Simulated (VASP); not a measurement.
A run of VASP 6.6.1:

Contents of INCAR:

```
PREC = Accurate ; ENCUT = 520
EDIFF = 1E-6 ; ISMEAR = 1
SIGMA = 0.1 ; LREAL = F
LASPH = T ; NELM = 80
ALGO = Normal ; ISIF = 2
LWAVE = F ; LCHARG = F
GGA = PS ; NBANDS = 20
```

File KPOINTS:

```
regular mesh
0
Gamma
  6 6 2
```

The input POSCAR:

```
Te2Mo
1.0
    3.4883933217     -0.0006821120     -0.0117043476
   -1.7447874574      3.0213650605     -0.0023483743
   -0.0581703538     -0.0470045954     17.5083485212
Te Mo
2 1
Direct
    0.3281330709      0.6528061537      0.8970732953
    0.3363738167      0.6580237085      0.1034732012
   -0.0008854320     -0.0113632861      0.0002745181
```

Potentials or basis: VASP PAW PBE potentials, release 64 (Te, Mo_sv).

The run is started by

```bash
$ cat potpaw_PBE.64/Te/POTCAR potpaw_PBE.64/Mo_sv/POTCAR > POTCAR
$ mpirun -np 1 vasp_std > vasp.out
```

Hardware: 1 thread of Intel Xeon 6975P-C, with other jobs on the host.

How long does it take, and how much memory?

Wall time 3.9 min on 1 thread of Intel Xeon 6975P-C, on a shared host, peak memory 0.39 GiB. Counts: scf iterations 21, k points 40.
